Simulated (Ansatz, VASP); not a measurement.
## Ag: VASP beside Ansatz

File INCAR:

```
SYSTEM = Ag
PREC = Accurate
ENCUT = 500
EDIFF = 1E-6
ISMEAR = -1
SIGMA = 0.0272
LREAL = .False.
LASPH = .True.
NELM = 120
ALGO = Normal
ISIF = 2
LWAVE = .False.
LCHARG = .False.
GGA = CA
NBANDS = 12
GGA_COMPAT = .False.
```

KPOINTS

```
Automatic mesh
0
Gamma
  12 12 12
  0 0 0
```

File POSCAR:

```
Ag
1.0
    0.0000000000      2.0427500000      2.0427500000
    2.0427500000      0.0000000000      2.0427500000
    2.0427500000      2.0427500000      0.0000000000
Ag
1
Direct
    0.0000000000      0.0000000000      0.0000000000
```

Input for Ansatz:

```yaml
crystal:
  lattice:
    - [0.0, 2.04275, 2.04275]
    - [2.04275, 0.0, 2.04275]
    - [2.04275, 2.04275, 0.0]
  atoms:
    - { symbol: Ag, position: [0.0, 0.0, 0.0] }
kpoints:
  mp_grid: { grid: [12, 12, 12] }
scf:
  occupations: { method: fermi_dirac, width: 0.0272 }
hamiltonian:
  xc: lda
  pseudopotentials: { kind: all_electron, lapw: { basis_error: 0.001 } }
output:
  forces: true
  stress: true
  eigenvalues: true
  eigenstates:
    nscf_kmesh: { grid: [20, 20, 20] }
    de_dk: true
    e_range: [-14, 14]
  optics:
    e_range: [0, 20]
    de: 0.2
    sigma: 0.15
    bands: { spectra_wanted_up_to: 20 }
    nscf_kmesh: { grid: [20, 20, 20] }
    drude_damping: 0.109
checkpoint:
  write: ck
  write_wavefunctions: false
```

Alike in both runs: task single point; functional LDA; k mesh 12 × 12 × 12; occupations fermi-dirac, width 0.0272 eV; no spin polarisation.

```csv
,VASP,Ansatz
version,VASP 6.6.1,Ansatz 0.2.0
potentials or method,"VASP PAW LDA potentials, release 64 (Ag), cutoff 500 eV","all-electron LAPW, scalar-relativistic"
```

Ansatz gave:

```
pressure (GPa) : -7.2
```

**Question.** Which values does VASP return?

**Answer.** Pressure (GPa): -7.0.

LDA's correlation is that of Perdew and Zunger in VASP and of Perdew and Wang (1992) in Ansatz. Ansatz ran all-electron here, and VASP with PAW potentials. Ansatz's warnings: optics on partly filled bands.
